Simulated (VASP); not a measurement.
Be, 4 atoms in the cell. The structure is orthorhombic, space group P2_12_12 (No. 18). The conventional cell has a = 2.109 Å, b = 3.652 Å, c = 3.322 Å, α = 90.00°, β = 90.00°, γ = 90.00°. Be (site symmetry 1) has 4 Be at 1.50 to 1.91 Å within 2.0 Å. 

| Quantity | Value |
| --- | --- |
| Program | VASP 6.6.1 |
| Task | single point |
| Functional | PBE |
| Potentials or basis | VASP PAW PBE potentials, release 64 (Be) |
| Cutoff | 600 eV |
| k mesh | 10 × 6 × 7 |
| Occupations | fermi-dirac, width 0.1 eV |
| Spin | no spin polarisation |
| Dipole correction | no |
| Further INCAR settings | ALGO = Normal; EDIFF = 1e-06; NBANDS = 12 |

Potentials or basis: VASP PAW PBE potentials, release 64 (Be).

Command:

```bash
$ cat potpaw_PBE.64/Be/POTCAR > POTCAR
$ mpirun -np 1 vasp_std > vasp.out
```

Hardware: 1 thread of Intel Xeon 8259CL, with other jobs on the host.

**Question.** Estimate the wall time of this run.

**Answer.** It took 46 s on 1 thread of Intel Xeon 8259CL, with other jobs on the host, peak memory 0.15 GiB. Counts: scf iterations 11, k points 96.
